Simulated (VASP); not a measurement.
Runs of VASP 6.6.1 on Cd2C. The structure is that of space group P6mm (No. 183), or close to it. The cells are those of the table. 

```tsv
task	spin	cell	k mesh	cutoff (eV)	gap on the mesh (eV)	pressure (GPa)	relaxed volume (Å³/atom)	largest force (eV/Å)
single point	off	a = 3.857, b = 3.857, c = 4.658 Å, angles 90.0, 90.0, 120.0°, 3 atoms	6 × 6 × 4	520	none	39.6	-	1.61
single point	off	a = 4.599, b = 4.599, c = 3.253 Å, angles 90.0, 90.0, 120.0°, 3 atoms	6 × 6 × 4	520	none	0.4	-	0.01
relaxation of cell and atoms	off	relaxed from a = 4.599, b = 4.599, c = 3.253 Å, angles 90.0, 90.0, 120.0°, 3 atoms	6 × 6 × 6	600	none	0.0	19.07	0.01
single point	collinear, ferromagnetic start	a = 3.857, b = 3.857, c = 4.658 Å, angles 90.0, 90.0, 120.0°, 3 atoms	6 × 6 × 4	520	none	39.6	-	(a)
relaxation of cell and atoms	off	relaxed from a = 3.857, b = 3.857, c = 4.658 Å, angles 90.0, 90.0, 120.0°, 3 atoms	6 × 6 × 4	600	none	-0.1	(b)	0.02
```

Alike in all rows: level PBE; potentials or basis VASP PAW PBE potentials, release 64 (Cd, C); smearing gaussian 0.1 eV.

Question: Estimate the missing entries.

Answer: (a) 1.63; (b) 20.06.

Caveats: some runs use coarse meshes; forces of over 1 eV/Å act on the atoms, so gaps and moduli don't describe the material at rest (some runs).

A k mesh can miss the band edges, and the runs leave out spin-orbit coupling on Cd.

A gap of «none» marks levels without a gap at the run's occupations.
